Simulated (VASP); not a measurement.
# GaAs (F-43m) in VASP: notebook

Runs on GaAs. Level: PBE. Tasks: single point.

Program: VASP 6.6.1. These are calculated values, not measurements. Logs are shortened: lines on timing, memory, paths and dates and some standing lists are left out, and cuts for length are marked.

## (1) The cell of the first run

It takes space group F-43m (No. 216, cubic). Conventional cell: a = 5.858 Å, b = 5.858 Å, c = 5.858 Å, α = 90.00°, β = 90.00°, γ = 90.00°. Ga (site symmetry -43m) has 4 As at 2.54 Å within 3.3 Å. As (site symmetry -43m) has 4 Ga at 2.54 Å within 3.3 Å.

## (2) Single point, PBE (volume scaled by 1.06)

INCAR reads:

```
SYSTEM = GaAs
PREC = Accurate
ENCUT = 520
EDIFF = 1E-6
ISMEAR = 0
SIGMA = 0.02
LREAL = .FALSE.
LASPH = .TRUE.
NELM = 60
ALGO = Normal
ISIF = 2
LWAVE = .FALSE.
LCHARG = .FALSE.
GGA = PE
NBANDS = 16
```

KPOINTS reads:

```
Automatic mesh
0
G
  12 12 12
  0 0 0
```

POSCAR reads:

```
GaAs
1.0
    0.0000000000      2.9290338839      2.9290338839
    2.9290338839      0.0000000000      2.9290338839
    2.9290338839      2.9290338839      0.0000000000
Ga As
1 1
Direct
    0.0000000000      0.0000000000      0.0000000000
    0.2500000000      0.2500000000      0.2500000000
```

Potentials or basis: VASP PAW PBE potentials, release 64 (Ga_d, As).

The run is started by

```sh
$ cat potpaw_PBE.64/Ga_d/POTCAR potpaw_PBE.64/As/POTCAR > POTCAR
$ mpirun -np 1 vasp_std > vasp.out
```

OUTCAR:

```text
SYSTEM = GaAs
   PREC = Accurate
   ENCUT = 520
   EDIFF = 1E-6
   ISMEAR = 0
   LREAL = .FALSE.
   LASPH = .TRUE.
   NELM = 60
   ISIF = 2
   GGA = PE

 ion  position               nearest neighbor table
   1  0.000  0.000  0.000-   2 2.54   2 2.54   2 2.54   2 2.54
   2  0.250  0.250  0.250-   1 2.54   1 2.54   1 2.54   1 2.54

  LATTYP: Found a face centered cubic cell.
 ALAT       =     5.8580677678

  Lattice vectors:

 A1 = (   0.0000000000,   2.9290338839,   2.9290338839)
 A2 = (   2.9290338839,   0.0000000000,   2.9290338839)
 A3 = (   2.9290338839,   2.9290338839,   0.0000000000)

Analysis of symmetry for initial positions (statically):
=====================================================================
 Subroutine PRICEL returns:
 Original cell was already a primitive cell.

 Routine SETGRP: Setting up the symmetry group for a
 face centered cubic supercell.

 Subroutine GETGRP returns: Found 24 space group operations
 (whereof 24 operations were pure point group operations)
 out of a pool of 48 trial point group operations.

The static configuration has the point symmetry T_d .

Analysis of symmetry for dynamics (positions and initial velocities):
=====================================================================
 Subroutine PRICEL returns:
 Original cell was already a primitive cell.

 Routine SETGRP: Setting up the symmetry group for a
 face centered cubic supercell.

 Subroutine GETGRP returns: Found 24 space group operations
 (whereof 24 operations were pure point group operations)
 out of a pool of 48 trial point group operations.

The dynamic configuration has the point symmetry T_d .

 Subroutine INISYM returns: Found 24 space group operations
 (whereof 24 operations are pure point group operations),
 and found     1 'primitive' translations

----------------------------------------------------------------------------------------

                                     Primitive cell

  volume of cell :      50.2578

  direct lattice vectors                    reciprocal lattice vectors
     0.000000000  2.929033884  2.929033884    -0.170704751  0.170704751  0.170704751
     2.929033884  0.000000000  2.929033884     0.170704751 -0.170704751  0.170704751
     2.929033884  2.929033884  0.000000000     0.170704751  0.170704751 -0.170704751

  length of vectors
     4.142279443  4.142279443  4.142279443     0.295669302  0.295669302  0.295669302

  position of ions in fractional coordinates (direct lattice)
     0.000000000  0.000000000  0.000000000
     0.250000000  0.250000000  0.250000000

  ion indices of the primitive-cell ions
   primitive index   ion index
                 1           1
                 2           2

----------------------------------------------------------------------------------------

 KPOINTS: Automatic mesh

Automatic generation of k-mesh.
 Grid dimensions read from file:
 generate k-points for:   12   12   12

 Generating k-lattice:

  Cartesian coordinates                     Fractional coordinates (reciprocal lattice)
    -0.014225396  0.014225396  0.014225396     0.083333333  0.000000000  0.000000000
     0.014225396 -0.014225396  0.014225396     0.000000000  0.083333333  0.000000000
     0.014225396  0.014225396 -0.014225396     0.000000000  0.000000000  0.083333333

  Length of vectors
     0.024639108  0.024639108  0.024639108

  Shift w.r.t. Gamma in fractional coordinates (k-lattice)
     0.000000000  0.000000000  0.000000000

 Subroutine IBZKPT returns following result:
 ===========================================

 Found     72 irreducible k-points:

 Following reciprocal coordinates:
            Coordinates               Weight
  0.000000  0.000000  0.000000      1.000000
  0.083333  0.000000  0.000000      8.000000
  0.166667  0.000000  0.000000      8.000000
  0.250000  0.000000  0.000000      8.000000
  0.333333  0.000000  0.000000      8.000000
  0.416667  0.000000  0.000000      8.000000
[... 16 lines left out ...]
  0.500000  0.166667  0.000000     24.000000
 -0.416667  0.166667  0.000000     24.000000
 [... further k-points ...]
   k-points           NKPTS =     72   k-points in BZ     NKDIM =     72   number of bands    NBANDS=     16
   number of dos      NEDOS =    301   number of ions     NIONS =      2
   total plane-waves  NPLWV =  32768
   dimension x,y,z NGX =    32 NGY =   32 NGZ =   32
   dimension x,y,z NGXF=    64 NGYF=   64 NGZF=   64
   ions per type =               1   1
   NGX,Y,Z   is equivalent  to a cutoff of  12.84, 12.84, 12.84 a.u.
   NGXF,Y,Z  is equivalent  to a cutoff of  25.69, 25.69, 25.69 a.u.
 SYSTEM =  GaAs
   PREC   = accura    normal or accurate (medium, high low for compatibility)
   ISTART =      0    job   : 0-new  1-cont  2-samecut
   ICHARG =      2    charge: 1-file 2-atom 10-const
   ISPIN  =      1    spin polarized calculation?
   LNONCOLLINEAR =      F non collinear calculations
   LSORBIT =      F    spin-orbit coupling
   LASPH  =      T    aspherical Exc in radial PAW
   ENCUT  =  520.0 eV  38.22 Ry    6.18 a.u.   7.70  7.70  7.70*2*pi/ulx,y,z
   NELM   =     60;   NELMIN=  2; NELMDL= -5     # of ELM steps
   EDIFF  = 0.1E-05   stopping-criterion for ELM
   LREAL  =      F    real-space projection
   EDIFFG = 0.1E-04   stopping-criterion for IOM
   NSW    =      0    number of steps for IOM
   IBRION =     -1    ionic relax: 0-MD 1-quasi-New 2-CG
   NFREE  =      0    steps in history (QN), initial steepest desc. (CG)
   ISIF   =      2    stress and relaxation
   ISYM   =      2    0-nonsym 1-usesym 2-fastsym
   POTIM  = 0.5000    time-step for ionic-motion
   TEBEG  =    0.0;   TEEND  =   0.0 temperature during run
   PSTRESS=    0.0 pullay stress
   NELECT =      18.0000    total number of electrons
   NUPDOWN=      -1.0000    fix difference up-down
   EMIN   =  10.00;   EMAX   =-10.00  energy-range for DOS
   EFERMI =   0.00;   METHOD = LEGACY
   ISMEAR =     0;   SIGMA  =   0.02  broadening in eV -4-tet -1-fermi 0-gaus
   EFERMI_NEDOS =   21; number of points for ismear=-14 and -15
   IALGO  =     38    algorithm
   IMIX   =      4    mixing-type and parameters
     AMIX     =   0.40;   BMIX     =  1.00
     AMIX_MAG =   1.60;   BMIX_MAG =  1.00
  volume/ion in A,a.u.               =      25.13       169.58
  Fermi-wavevector in a.u.,A,eV,Ry     =   1.162603  2.197000 18.390242  1.351645
  Thomas-Fermi vector in A             =   2.299162
   LORBIT       =      0    0 simple, 1 ext, 2 COOP (PROOUT), +10 PAW based schemes
   GGA     = PE    functional components
   LHFCALC =     F    Hartree Fock is set to
   AEXX    =    0.0000 exact exchange contribution
   IVDW    =     0    specifies the selected vdW correction
   LEPSILON=     F    determine dielectric tensor
   LRPA    =     F    only Hartree local field effects (RPA)
 non-spin polarized calculation
 Gauss-broadening in eV      SIGMA  =   0.02
  energy-cutoff  :      520.00
  volume of cell :       50.26
 maximum number of plane-waves:      1369
   NGX = 15   NGY = 15   NGZ = 15

 number of electron      17.9999998 magnetization

 Free energy of the ion-electron system (eV)
  ---------------------------------------------------
  ext. energy  EPLUGINS =         0.00000000
  ---------------------------------------------------
  free energy    TOTEN  =        -8.25036052 eV

  energy without entropy =       -8.25034266  energy(sigma->0) =       -8.25035159

 E-fermi :   2.9926     XC(G=0):  -9.1175

 val. band max:        2.9865581354   @ k =   0.0000   0.0000   0.0000
 cond. band min:       3.7068221417   @ k =   0.5000   0.0000   0.0000
 fundamental gap:      0.7202640064
 Fermi energy:         2.9926492251

 k-point     1 :       0.0000    0.0000    0.0000
  band No.  band energies     occupation
      1     -11.6597      2.00000
      2     -11.6597      2.00000
      3     -11.6597      2.00000
      4     -11.6033      2.00000
      5     -11.6033      2.00000
      6      -9.0265      2.00000
[... 8 lines left out ...]
     15      12.8471      0.00000
     16      12.8471      0.00000

 k-point     2 :       0.0833    0.0000    0.0000
  band No.  band energies     occupation
      1     -11.6633      2.00000
      2     -11.6585      2.00000
      3     -11.6585      2.00000
      4     -11.6033      2.00000
      5     -11.6033      2.00000
      6      -8.9569      2.00000
[... 8 lines left out ...]
     15      12.3820      0.00000
     16      12.3820      0.00000

 k-point     3 :       0.1667    0.0000    0.0000
  band No.  band energies     occupation
      1     -11.6732      2.00000
      2     -11.6556      2.00000
      3     -11.6556      2.00000
      4     -11.6033      2.00000
      5     -11.6033      2.00000
      6      -8.7542      2.00000
[... 8 lines left out ...]
     15      11.8868      0.00000
     16      11.8868      0.00000

 k-point     4 :       0.2500    0.0000    0.0000
  band No.  band energies     occupation
      1     -11.6860      2.00000
      2     -11.6519      2.00000
      3     -11.6519      2.00000
      4     -11.6030      2.00000
      5     -11.6030      2.00000
      6      -8.4399      2.00000
[... 8 lines left out ...]
     15      11.8522      0.00000
     16      11.8522      0.00000
[... 324 lines left out ...]
 k-point    22 :       0.4167    0.1667    0.0000
  band No.  band energies     occupation
      1     -11.7096      2.00000
      2     -11.6439      2.00000
      3     -11.6415      2.00000
      4     -11.6074      2.00000
      5     -11.5990      2.00000
      6      -7.7346      2.00000
[... 8 lines left out ...]
     15      13.4167      0.00000
     16      14.3159      0.00000

 k-point    23 :       0.5000    0.1667    0.0000
  band No.  band energies     occupation
      1     -11.7141      2.00000
      2     -11.6433      2.00000
      3     -11.6407      2.00000
      4     -11.6055      2.00000
      5     -11.5996      2.00000
      6      -7.4562      2.00000
[... 8 lines left out ...]
     15      13.9157      0.00000
     16      14.3735      0.00000

 k-point    24 :      -0.4167    0.1667    0.0000
  band No.  band energies     occupation
      1     -11.7140      2.00000
      2     -11.6434      2.00000
      3     -11.6413      2.00000
      4     -11.6036      2.00000
      5     -11.6012      2.00000
      6      -7.4129      2.00000
[... 8 lines left out ...]
     15      13.0140      0.00000
     16      13.6690      0.00000

 [... further k-points ...]
[... 5 lines left out ...]
  --------------------------------------------------------------------------------------
  -------------------------------------------------------------------------------------
  Total       -0.9215605     -0.9215605     -0.9215605      0.0000000      0.0000000     -0.0000000
  in kB      -29.3786095    -29.3786095    -29.3786095      0.0000000      0.0000000     -0.0000000
  external PRESSURE =     -29.3786095 kB  Pullay stress =       0.0000000 kB

 VOLUME and BASIS-vectors are now :
 -----------------------------------------------------------------------------
  energy-cutoff  :      520.00
  volume of cell :       50.26
      direct lattice vectors                 reciprocal lattice vectors
     0.000000000  2.929033884  2.929033884    -0.170704751  0.170704751  0.170704751
     2.929033884  0.000000000  2.929033884     0.170704751 -0.170704751  0.170704751
     2.929033884  2.929033884  0.000000000     0.170704751  0.170704751 -0.170704751

 POSITION                                       TOTAL-FORCE (eV/Angst)
 -----------------------------------------------------------------------------------
      0.00000      0.00000      0.00000         0.000000      0.000000      0.000000
      1.46452      1.46452      1.46452        -0.000000     -0.000000     -0.000000
 -----------------------------------------------------------------------------------
    total drift:                                0.000002      0.000002      0.000001

  FREE ENERGIE OF THE ION-ELECTRON SYSTEM (eV)
  ---------------------------------------------------
  free  energy   TOTEN  =        -8.2503605183 eV

  energy  without entropy=       -8.2503426639  energy(sigma->0) =       -8.25035159
```

Run time: 45 s. Hardware: 1 thread of AMD EPYC 9R45 (Zen 5), shared host; peak memory 0.18 GiB.

Results:

- Free energy: -8.2504 eV
- Pressure: -2.9 GPa
- Band gap on the k mesh: zero (filled and empty bands touch)

Levels at points of the mesh, in eV from the Fermi level:
| k point | band 7 | band 8 | band 9 | band 10 | band 11 | band 12 |
| --- | --- | --- | --- | --- | --- | --- |
| (0.00, 0.00, 0.00) | -0.26 | -0.01 | -0.01 | -0.01 | 3.69 | 3.69 |
| (0.50, 0.00, 0.00) | -6.11 | -1.00 | -1.00 | 0.71 | 4.58 | 4.58 |
| (0.50, 0.50, 0.00) | -6.36 | -2.33 | -2.33 | 1.64 | 1.68 | 9.33 |

[end of part 1 of 2]
